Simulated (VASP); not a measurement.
# BN (Cm) in VASP: further runs

BN is run at these levels: PBE; tasks: single point.

Everything below comes from runs of VASP 6.6.1. Logs are shortened: lines on timing, memory, paths and dates and some standing lists are left out, and cuts for length are marked.

## Step 1: The cell of the first run

Symmetry: Cm, No. 8, monoclinic system. Conventional cell: a = 4.425 Å, b = 2.555 Å, c = 4.225 Å, α = 90.00°, β = 90.00°, γ = 90.00°. Within 1.8 Å of B (site symmetry m) lie 4 N at 1.35 to 1.75 Å. Within 2.0 Å of B (site symmetry m) lie 4 N at 1.50 to 1.87 Å. Within 2.0 Å of N (site symmetry m) lie 4 B at 1.50 to 1.87 Å. Within 1.8 Å of N (site symmetry m) lie 4 B at 1.35 to 1.75 Å.

## Step 2: Single point, PBE

The input, INCAR:

```
SYSTEM = BN
PREC = Accurate ; ENCUT = 520
EDIFF = 1E-6 ; ISMEAR = 0
SIGMA = 0.05 ; LREAL = .False.
LASPH = .True. ; NELM = 100
ALGO = Normal ; ISIF = 2
LWAVE = .False. ; LCHARG = .False.
GGA = PE ; NBANDS = 16
```

The input, KPOINTS:

```
Automatic mesh
0
Gamma
  12 12 6
  0 0 0
```

The input, POSCAR:

```
BN
1.0
    2.5545800962      0.0000000000      0.0000000000
   -1.2772900481      2.2123312593      0.0000000000
    0.0000000000      0.0000000000      4.2245145363
B N
2 2
Direct
    0.6666666667      0.3333333333      0.9998058548
    0.3333333333      0.6666666667      0.4998058548
    0.7304777934      0.4609555868      0.6491976495
    0.3971444601      0.7942889201      0.1491976495
```

Potentials or basis: VASP PAW PBE potentials, release 64 (B, N).

Command:

```
$ cat potpaw_PBE.64/B/POTCAR potpaw_PBE.64/N/POTCAR > POTCAR
$ mpirun -np 1 vasp_std > vasp.out
```

OUTCAR:

```text
SYSTEM = BN
   PREC = Accurate
   ENCUT = 520
   EDIFF = 1E-6
   ISMEAR = 0
   LREAL = .False.
   LASPH = .True.
   NELM = 100
   ISIF = 2
   GGA = PE

 ion  position               nearest neighbor table
   1  0.667  0.333  1.000-   4 1.35   3 1.51   4 1.75   4 1.75
   2  0.333  0.667  0.500-   3 1.50   3 1.50   4 1.51   3 1.87
   3  0.730  0.461  0.649-   2 1.50   2 1.50   1 1.51   2 1.87
   4  0.397  0.794  0.149-   1 1.35   2 1.51   1 1.75   1 1.75

  LATTYP: Found a hexagonal cell.
 ALAT       =     2.5545800962
 C/A-ratio  =     1.6537021261

  Lattice vectors:

 A1 = (   2.5545800962,   0.0000000000,   0.0000000000)
 A2 = (  -1.2772900481,   2.2123312593,   0.0000000000)
 A3 = (   0.0000000000,   0.0000000000,   4.2245145363)

Analysis of symmetry for initial positions (statically):
=====================================================================
 Subroutine PRICEL returns:
 Original cell was already a primitive cell.

 Routine SETGRP: Setting up the symmetry group for a
 hexagonal supercell.

 Subroutine GETGRP returns: Found  2 space group operations
 (whereof  2 operations were pure point group operations)
 out of a pool of 24 trial point group operations.

The static configuration has the point symmetry C_1h.

Analysis of symmetry for dynamics (positions and initial velocities):
=====================================================================
 Subroutine PRICEL returns:
 Original cell was already a primitive cell.

 Routine SETGRP: Setting up the symmetry group for a
 hexagonal supercell.

 Subroutine GETGRP returns: Found  2 space group operations
 (whereof  2 operations were pure point group operations)
 out of a pool of 24 trial point group operations.

The dynamic configuration has the point symmetry C_1h.

 Subroutine INISYM returns: Found  2 space group operations
 (whereof  2 operations are pure point group operations),
 and found     1 'primitive' translations

----------------------------------------------------------------------------------------

                                     Primitive cell

  volume of cell :      23.8752

  direct lattice vectors                    reciprocal lattice vectors
     2.554580096  0.000000000  0.000000000     0.391453766  0.226005937  0.000000000
    -1.277290048  2.212331259  0.000000000     0.000000000  0.452011875  0.000000000
     0.000000000  0.000000000  4.224514536     0.000000000  0.000000000  0.236713590

  length of vectors
     2.554580096  2.554580096  4.224514536     0.452011875  0.452011875  0.236713590

  position of ions in fractional coordinates (direct lattice)
     0.666666667  0.333333333  0.999805855
     0.333333333  0.666666667  0.499805855
     0.730477793  0.460955587  0.649197650
     0.397144460  0.794288920  0.149197650

  ion indices of the primitive-cell ions
   primitive index   ion index
                 1           1
                 2           2
                 3           3
                 4           4

----------------------------------------------------------------------------------------

 KPOINTS: Automatic mesh

Automatic generation of k-mesh.
 Grid dimensions read from file:
 generate k-points for:   12   12    6

 Generating k-lattice:

  Cartesian coordinates                     Fractional coordinates (reciprocal lattice)
     0.032621147  0.018833828  0.000000000     0.083333333 -0.000000000  0.000000000
     0.000000000  0.037667656  0.000000000     0.000000000  0.083333333  0.000000000
     0.000000000  0.000000000  0.039452265     0.000000000  0.000000000  0.166666667

  Length of vectors
     0.037667656  0.037667656  0.039452265

  Shift w.r.t. Gamma in fractional coordinates (k-lattice)
     0.000000000  0.000000000  0.000000000

 Subroutine IBZKPT returns following result:
 ===========================================

 Found    242 irreducible k-points:

 Following reciprocal coordinates:
            Coordinates               Weight
  0.000000  0.000000  0.000000      1.000000
  0.083333  0.000000  0.000000      4.000000
  0.000000  0.083333  0.000000      2.000000
  0.166667 -0.000000  0.000000      4.000000
  0.000000  0.166667  0.000000      2.000000
  0.250000  0.000000  0.000000      4.000000
[... 16 lines left out ...]
 -0.083333  0.416667  0.000000      4.000000
 -0.416667  0.333333  0.000000      4.000000
 [... further k-points ...]
   k-points           NKPTS =    242   k-points in BZ     NKDIM =    242   number of bands    NBANDS=     16
   number of dos      NEDOS =    301   number of ions     NIONS =      4
   total plane-waves  NPLWV =  12800
   dimension x,y,z NGX =    20 NGY =   20 NGZ =   32
   dimension x,y,z NGXF=    40 NGYF=   40 NGZF=   64
   ions per type =               2   2
   NGX,Y,Z   is equivalent  to a cutoff of  13.02, 13.02, 12.59 a.u.
   NGXF,Y,Z  is equivalent  to a cutoff of  26.03, 26.03, 25.19 a.u.
 SYSTEM =  BN
   PREC   = accura    normal or accurate (medium, high low for compatibility)
   ISTART =      0    job   : 0-new  1-cont  2-samecut
   ICHARG =      2    charge: 1-file 2-atom 10-const
   ISPIN  =      1    spin polarized calculation?
   LNONCOLLINEAR =      F non collinear calculations
   LSORBIT =      F    spin-orbit coupling
   LASPH  =      T    aspherical Exc in radial PAW
   ENCUT  =  520.0 eV  38.22 Ry    6.18 a.u.   4.75  4.75  7.85*2*pi/ulx,y,z
   NELM   =    100;   NELMIN=  2; NELMDL= -5     # of ELM steps
   EDIFF  = 0.1E-05   stopping-criterion for ELM
   LREAL  =      F    real-space projection
   EDIFFG = 0.1E-04   stopping-criterion for IOM
   NSW    =      0    number of steps for IOM
   IBRION =     -1    ionic relax: 0-MD 1-quasi-New 2-CG
   NFREE  =      0    steps in history (QN), initial steepest desc. (CG)
   ISIF   =      2    stress and relaxation
   ISYM   =      2    0-nonsym 1-usesym 2-fastsym
   POTIM  = 0.5000    time-step for ionic-motion
   TEBEG  =    0.0;   TEEND  =   0.0 temperature during run
   PSTRESS=    0.0 pullay stress
   NELECT =      16.0000    total number of electrons
   NUPDOWN=      -1.0000    fix difference up-down
   EMIN   =  10.00;   EMAX   =-10.00  energy-range for DOS
   EFERMI =   0.00;   METHOD = LEGACY
   ISMEAR =     0;   SIGMA  =   0.05  broadening in eV -4-tet -1-fermi 0-gaus
   EFERMI_NEDOS =   21; number of points for ismear=-14 and -15
   IALGO  =     38    algorithm
   IMIX   =      4    mixing-type and parameters
     AMIX     =   0.40;   BMIX     =  1.00
     AMIX_MAG =   1.60;   BMIX_MAG =  1.00
  volume/ion in A,a.u.               =       5.97        40.28
  Fermi-wavevector in a.u.,A,eV,Ry     =   1.432625  2.707270 27.924811  2.052416
  Thomas-Fermi vector in A             =   2.552232
   LORBIT       =      0    0 simple, 1 ext, 2 COOP (PROOUT), +10 PAW based schemes
   GGA     = PE    functional components
   LHFCALC =     F    Hartree Fock is set to
   AEXX    =    0.0000 exact exchange contribution
   IVDW    =     0    specifies the selected vdW correction
   LEPSILON=     F    determine dielectric tensor
   LRPA    =     F    only Hartree local field effects (RPA)
 non-spin polarized calculation
 Gauss-broadening in eV      SIGMA  =   0.05
  energy-cutoff  :      520.00
  volume of cell :       23.88
 maximum number of plane-waves:       660
   NGX =  9   NGY =  9   NGZ = 15

 number of electron      16.0000002 magnetization

 Free energy of the ion-electron system (eV)
  ---------------------------------------------------
  ext. energy  EPLUGINS =         0.00000000
  ---------------------------------------------------
  free energy    TOTEN  =       -33.09793254 eV

  energy without entropy =      -33.09793254  energy(sigma->0) =      -33.09793254

 E-fermi :   8.8561     XC(G=0): -12.7700

 val. band max:        8.6553378748   @ k =   0.0000   0.0000   0.0000
 cond. band min:      11.2078569653   @ k =   0.3333   0.3333   0.0000
 fundamental gap:      2.5525190905
 Fermi energy:         8.8561193365

 k-point     1 :       0.0000    0.0000    0.0000
  band No.  band energies     occupation
      1     -12.8866      2.00000
      2      -8.9360      2.00000
      3      -3.6352      2.00000
      4       4.1910      2.00000
      5       4.5857      2.00000
      6       6.4457      2.00000
[... 8 lines left out ...]
     15      22.7210      0.00000
     16      23.3175      0.00000

 k-point     2 :       0.0833    0.0000    0.0000
  band No.  band energies     occupation
      1     -12.7378      2.00000
      2      -8.8231      2.00000
      3      -3.4949      2.00000
      4       3.9338      2.00000
      5       4.1525      2.00000
      6       6.0998      2.00000
[... 8 lines left out ...]
     15      22.8234      0.00000
     16      23.1688      0.00000

 k-point     3 :       0.0000    0.0833    0.0000
  band No.  band energies     occupation
      1     -12.7375      2.00000
      2      -8.8214      2.00000
      3      -3.4955      2.00000
      4       3.7889      2.00000
      5       4.3947      2.00000
      6       6.0603      2.00000
[... 8 lines left out ...]
     15      22.3765      0.00000
     16      23.2874      0.00000

 k-point     4 :       0.1667   -0.0000    0.0000
  band No.  band energies     occupation
      1     -12.2967      2.00000
      2      -8.5018      2.00000
      3      -3.0805      2.00000
      4       2.6683      2.00000
      5       3.5132      2.00000
      6       5.3061      2.00000
[... 8 lines left out ...]
     15      22.6581      0.00000
     16      23.6225      0.00000
[... 324 lines left out ...]
 k-point    22 :       0.3333    0.0833    0.0000
  band No.  band energies     occupation
      1     -10.0199      2.00000
      2      -7.4127      2.00000
      3      -1.4685      2.00000
      4      -0.9020      2.00000
      5       0.9244      2.00000
      6       2.9015      2.00000
[... 8 lines left out ...]
     15      23.6739      0.00000
     16      24.8263      0.00000

 k-point    23 :      -0.0833    0.4167    0.0000
  band No.  band energies     occupation
      1     -10.0097      2.00000
      2      -7.4046      2.00000
      3      -1.5645      2.00000
      4      -0.6519      2.00000
      5       1.2716      2.00000
      6       2.3215      2.00000
[... 8 lines left out ...]
     15      23.6334      0.00000
     16      24.9713      0.00000

 k-point    24 :      -0.4167    0.3333    0.0000
  band No.  band energies     occupation
      1     -10.0212      2.00000
      2      -7.4254      2.00000
      3      -1.4579      2.00000
      4      -0.8925      2.00000
      5       0.9929      2.00000
      6       2.6715      2.00000
[... 8 lines left out ...]
     15      24.3400      0.00000
     16      25.6237      0.00000

 [... further k-points ...]
[... 5 lines left out ...]
  --------------------------------------------------------------------------------------
  -------------------------------------------------------------------------------------
  Total        1.4710585      5.8280467      1.7539755      0.0000000     -1.1895458      0.0000000
  in kB       98.7174726    391.0993682    117.7030221      0.0000000    -79.8261668      0.0000000
  external PRESSURE =     202.5066210 kB  Pullay stress =       0.0000000 kB

 VOLUME and BASIS-vectors are now :
 -----------------------------------------------------------------------------
  energy-cutoff  :      520.00
  volume of cell :       23.88
      direct lattice vectors                 reciprocal lattice vectors
     2.554580096  0.000000000  0.000000000     0.391453766  0.226005937  0.000000000
    -1.277290048  2.212331259  0.000000000     0.000000000  0.452011875  0.000000000
     0.000000000  0.000000000  4.224514536     0.000000000  0.000000000  0.236713590

 POSITION                                       TOTAL-FORCE (eV/Angst)
 -----------------------------------------------------------------------------------
      1.27729      0.73744      4.22369        -0.000000      7.294488     -0.175608
     -0.00000      1.47489      2.11144         0.000000      3.038741      1.040740
      1.27729      1.01979      2.74254        -0.000000     -2.903727     -1.103983
      0.00000      1.75723      0.63029        -0.000000     -7.429503      0.238852
 -----------------------------------------------------------------------------------
    total drift:                               -0.000001     -0.000215     -0.000141

  FREE ENERGIE OF THE ION-ELECTRON SYSTEM (eV)
  ---------------------------------------------------
  free  energy   TOTEN  =       -33.0979325367 eV

  energy  without entropy=      -33.0979325367  energy(sigma->0) =      -33.09793254
```

It took 31 s on 1 thread of AMD EPYC 9R45 (Zen 5), shared host; peak memory 0.16 GiB.

Results:

```
Free energy            : -33.0979 eV
Pressure               : 20.3 GPa
Largest force          : 7.433 eV/Å
Band gap on the k mesh : 2.55 eV, indirect (least direct gap 5.68 eV)
```

Forces on the atoms (eV/Å):
```
B    0.000  7.294 -0.176
B    0.000  3.039  1.041
N    0.000 -2.904 -1.104
N    0.000 -7.430  0.239
```

Stress tensor (GPa, compression positive):
```
 9.87  0.00  0.00
 0.00 39.11 -7.98
 0.00 -7.98 11.77
```

Caveat: the cell differs from its parent crystal (all N atoms moved -0.300 Å, as atom 3 towards its neighbour atom 2 (B) at 1.567 Å); forces of over 1 eV/Å act on the atoms, so gaps and moduli don't describe the material at rest.

## Step 3: Single point, PBE

The input, INCAR:

```
PREC = Accurate
ENCUT = 520
EDIFF = 1E-6
ISMEAR = 0
SIGMA = 0.05
LREAL = F
LASPH = T
NELM = 60
ALGO = Normal
ISIF = 2
LWAVE = F
LCHARG = F
GGA = PE
NBANDS = 16
```

The input, KPOINTS:

```
Automatic mesh
0
Gamma
  12 12 6
```

Edit POSCAR of step 2 so:

```diff
@@ -10,3 +10,3 @@
     0.3333333333      0.6666666667      0.4998058548
-    0.7304777934      0.4609555868      0.6491976495
-    0.3971444601      0.7942889201      0.1491976495
+    0.6188083216      0.2376166433      0.6071915170
+    0.2854749883      0.5709499766      0.1071915170
```

Potentials or basis: VASP PAW PBE potentials, release 64 (B, N).

Command:

```
$ cat potpaw_PBE.64/B/POTCAR potpaw_PBE.64/N/POTCAR > POTCAR
$ mpirun -np 1 vasp_std > vasp.out
```

It took 37 s on 1 thread of AMD EPYC 9R45 (Zen 5), shared host; peak memory 0.16 GiB.

It converged, with:

* Free energy: -33.4601 eV
* Pressure: 17.9 GPa
* Largest force: 8.383 eV/Å
* Band gap on the k mesh: 4.54 eV, indirect (least direct gap 6.44 eV)

Forces on the atoms (eV/Å):
```
B    0.000 -4.045 -2.185
B    0.000 -7.806 -2.789
N    0.000  7.906  2.787
N    0.000  3.945  2.187
```

Stress tensor (GPa, compression positive):
```
11.60  0.00  0.00
 0.00 32.51  9.51
 0.00  9.51  9.59
```

Levels at points of the mesh, in eV from the valence-band top:
| k point | band 4 | band 5 | band 6 | band 7 | band 8 | band 9 | band 10 | band 11 | band 12 | band 13 |
| --- | --- | --- | --- | --- | --- | --- | --- | --- | --- | --- |
| (0.00, 0.00, 0.00) | -4.34 | -4.25 | -1.04 | -0.55 | 0.00 | 6.44 | 6.62 | 6.85 | 7.80 | 9.70 |
| (0.50, 0.00, 0.00) | -8.98 | -7.61 | -5.74 | -5.08 | -2.95 | 4.62 | 5.82 | 9.34 | 10.79 | 12.14 |
| (0.00, 0.50, 0.00) | -9.03 | -7.40 | -6.56 | -4.88 | -3.51 | 5.65 | 7.07 | 10.32 | 10.73 | 10.93 |
| (0.00, 0.00, 0.50) | -6.45 | -4.18 | -3.67 | -0.82 | -0.68 | 6.32 | 6.69 | 7.41 | 8.96 | 11.61 |
| (0.50, 0.00, 0.50) | -10.77 | -5.82 | -5.14 | -3.45 | -3.34 | 4.54 | 5.05 | 7.32 | 8.45 | 14.13 |
| (0.00, 0.50, 0.50) | -10.58 | -6.05 | -4.35 | -4.07 | -3.97 | 4.54 | 5.92 | 7.79 | 9.67 | 13.29 |

Caveat: the cell differs from its parent crystal (all N atoms moved +0.225 Å, as atom 3 towards its neighbour atom 2 (B) at 1.567 Å); forces of over 1 eV/Å act on the atoms, so gaps and moduli don't describe the material at rest.

(Part 1 of 2 ends here.)
